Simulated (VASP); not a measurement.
A run of VASP 6.6.1:

The input INCAR:

```
  PREC = Accurate
  ENCUT = 520
  EDIFF = 1E-6
  ISMEAR = 0
  SIGMA = 0.15
  LREAL = F
  LASPH = T
  NELM = 100
  ALGO = Normal
  ISIF = 2
  LWAVE = F
  LCHARG = T
  GGA = PE
  LELF = T
  LVHAR = T
  NBANDS = 29
```

The input KPOINTS:

```
regular mesh
0
Gamma
  12 12 12
```

The input POSCAR:

```
TiSi2
1.0
    1.7717262361     -6.2518326017      0.0000000000
    1.7717262361      6.2518326017      0.0000000000
    0.0000000000      0.0000000000      3.5751249812
Ti Si
2 4
Direct
    0.8968075259      0.1031924741      0.7500000000
    0.1031924741      0.8968075259      0.2500000000
    0.5591373592      0.4408626408      0.7500000000
    0.4408626408      0.5591373592      0.2500000000
    0.2498287182      0.7501712818      0.7500000000
    0.7501712818      0.2498287182      0.2500000000
```

Potentials or basis: VASP PAW PBE potentials, release 64 (Ti_sv, Si).

Run with:

```bash
$ cat potpaw_PBE.64/Ti_sv/POTCAR potpaw_PBE.64/Si/POTCAR > POTCAR
$ mpirun -np 1 vasp_std > vasp.out
```

Hardware: 1 thread of Oxide Virtual Turin-like Processor (shared host).

Estimate the wall time of this run.

Run time: 15 min on 1 thread of Oxide Virtual Turin-like Processor, with other jobs on the host, peak memory 0.62 GiB. Counts: scf iterations 14, k points 301.
